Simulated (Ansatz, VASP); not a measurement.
## Two plane-wave programs on Pb

```xyz
2
Lattice="3.0386 -1.7503 0.0000 3.0386 1.7503 0.0000 -2.1155 0.0000 6.0952" Properties=species:S:1:pos:R:3 pbc="T T T"
Pb    2.7906   -0.7176    3.1921
Pb    6.7984   -0.7176    5.9507
```

Alike in both runs: task single point; functional PBE; k mesh 6 × 6 × 4; occupations tetrahedron; no spin polarisation.

```csv
,VASP,Ansatz
version,VASP 6.6.1,Ansatz 0.2.0
potentials or method,"VASP PAW PBE potentials, release 64 (Pb_d), cutoff 500 eV","scalar-relativistic, plane waves, PAW"
valence electrons in the cell,28,28
```

Ansatz gave:

```
gap on the k mesh at the Fermi level (eV)                     : none
pressure (GPa)                                                : 1.2
traceless stress, the component that is largest in VASP (GPa) : 1.23
rms of the force components (eV/Å)                            : 0.041
```

Question: Estimate VASP's values.

Answer: gap on the k mesh at the Fermi level (eV): none; pressure (GPa): 1.2; traceless stress, the component that is largest in VASP (GPa): 1.23; rms of the force components (eV/Å): 0.043.

Atom by atom the forces differ by 0.002 eV/Å (rms over components). A gap of «none» marks a metal or a gap that the smearing closes. Ansatz's warnings: band table not solved further, tetrahedron derivatives may miss energy slope.

Spin-orbit coupling is off throughout.
